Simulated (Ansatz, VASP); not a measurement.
## Two plane-wave programs on SiO2

```
Si O
1.0
     4.23492    0.00000    0.00000
     0.00000    4.23492    0.00000
     0.00000    0.00000    2.69075
Si O
2 4
Direct
  0.50000 0.00000 0.74997
  0.00000 0.50000 0.25003
  0.80695 0.30695 0.75000
  0.69305 0.80695 0.25000
  0.19305 0.69305 0.75000
  0.30695 0.19305 0.25000
```

Alike in both runs: functional PBE; k mesh 4 × 4 × 6; occupations gaussian, width 0.1 eV; no spin polarisation.

Ansatz relaxed the structure, and its values are those at the end. VASP's run is a single point on that final structure, the one shown.

|  | VASP | Ansatz |
| --- | --- | --- |
| version | VASP 6.6.1 | Ansatz 0.2.0 |
| potentials or method | VASP PAW PBE potentials, release 64 (Si, O), cutoff 520 eV | scalar-relativistic, plane waves, PAW |
| valence electrons in the cell | 32 | 32 |

VASP gave:

```
gap on the k mesh at the Fermi level (eV) : 5.03
least direct gap on the mesh (eV)         : 5.03
pressure (GPa)                            : 0.2
rms of the force components (eV/Å)        : 0.008
```

**Question.** What did Ansatz give for the same quantities?

**Answer.** gap on the k mesh at the Fermi level (eV): 5.04; least direct gap on the mesh (eV): 5.04; pressure (GPa): 0.1; rms of the force components (eV/Å): 0.001.

The functional is the same, so the differences come from potentials, cutoffs and numerics.
